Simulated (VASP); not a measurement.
# GaSi31 (a cell with a defect): single point with LDA

GaSi31 (a cell with a defect):

```
CELL_PARAMETERS angstrom
5.40194 -5.40194 -5.40194
-5.40194 -5.40194 5.40194
-5.40194 5.40194 -5.40194
ATOMIC_POSITIONS crystal
Ga 0.00041 0.24976 0.49927
Si 0.00052 0.49861 0.24740
Si 0.00044 0.74977 0.99939
Si 0.74844 0.24980 0.74825
Si 0.00052 0.99775 0.74825
Si 0.74838 0.49857 0.49944
Si 0.75176 0.74895 0.25074
Si 0.50045 0.24976 0.99940
Si 0.75169 0.00102 0.99855
Si 0.50137 0.50193 0.75161
Si 0.50042 0.74975 0.49937
Si 0.24929 0.24980 0.24740
Si 0.49967 0.00110 0.25077
Si 0.25256 0.50187 0.00024
Si 0.25261 0.75063 0.75157
Si 0.24922 0.99772 0.49944
Si 0.25198 0.50128 0.75092
Si 0.25070 0.74888 0.49950
Si 0.24927 0.99955 0.24921
Si 0.00051 0.50002 0.99850
Si 0.25072 0.24984 0.99853
Si 0.00050 0.74883 0.74962
Si 0.00049 0.99827 0.49948
Si 0.75025 0.49856 0.24921
Si 0.00048 0.24979 0.24778
Si 0.75169 0.75082 0.00050
Si 0.75024 0.99953 0.74820
Si 0.49951 0.50002 0.49950
Si 0.74895 0.24986 0.49951
Si 0.50145 0.75077 0.25058
Si 0.50147 0.00099 0.00047
Si 0.49952 0.24980 0.74963
```

* Program: VASP 6.6.1
* Task: single point
* Functional: LDA
* Potentials or basis: VASP PAW LDA potentials, release 64 (Ga_d, Si)
* Cutoff: 520 eV
* k mesh: 3 × 3 × 3
* Occupations: gaussian, width 0.02 eV
* Spin: no spin polarisation

```
Largest force : 0.010 eV/Å
```

Forces in eV/Å, atoms in the order of the input:
```
Ga  -0.002  0.002 -0.004
Si   0.000  0.001  0.001
Si   0.002 -0.001 -0.001
Si   0.000  0.001  0.001
Si   0.000  0.001  0.000
Si   0.000 -0.001  0.000
Si   0.000  0.000  0.002
Si   0.002 -0.002  0.000
Si   0.000  0.000 -0.002
Si   0.001  0.000  0.001
Si   0.001 -0.002 -0.001
Si   0.000  0.001  0.001
Si   0.001  0.001  0.001
Si   0.000  0.001  0.000
Si  -0.001  0.000  0.002
Si   0.000  0.000  0.000
Si  -0.005 -0.006 -0.005
Si   0.000  0.001 -0.001
Si  -0.001 -0.001  0.000
Si  -0.001  0.001  0.001
Si   0.000  0.000  0.001
Si  -0.001  0.001  0.000
Si   0.005  0.004 -0.005
Si  -0.002  0.000 -0.001
Si   0.005 -0.006  0.005
Si   0.001  0.000  0.000
Si  -0.002 -0.001  0.000
Si   0.000  0.000 -0.002
Si  -0.004  0.004  0.005
Si  -0.001  0.000 -0.001
Si   0.001  0.001  0.000
Si   0.000  0.001  0.002
```

Levels at points of the mesh, in eV from the Fermi level:
```
           k point  band 65  band 66  band 67  band 68  band 69  band 70  band 71  band 72  band 73  band 74
(0.00, 0.00, 0.00)    -1.26    -1.26    -0.14    -0.14    -0.14     0.31     0.31     0.31     0.31     0.31
```

It took 21 min on 1 thread of Intel(R) Xeon(R) Platinum 8488C (Sapphire Rapids), on a shared host, peak memory 0.8 GiB.

Caveat: the cell carries a net charge on a neutralising background, which shifts energy and pressure; the cell is charged against a uniform background, so pressure and absolute levels hang on convention.
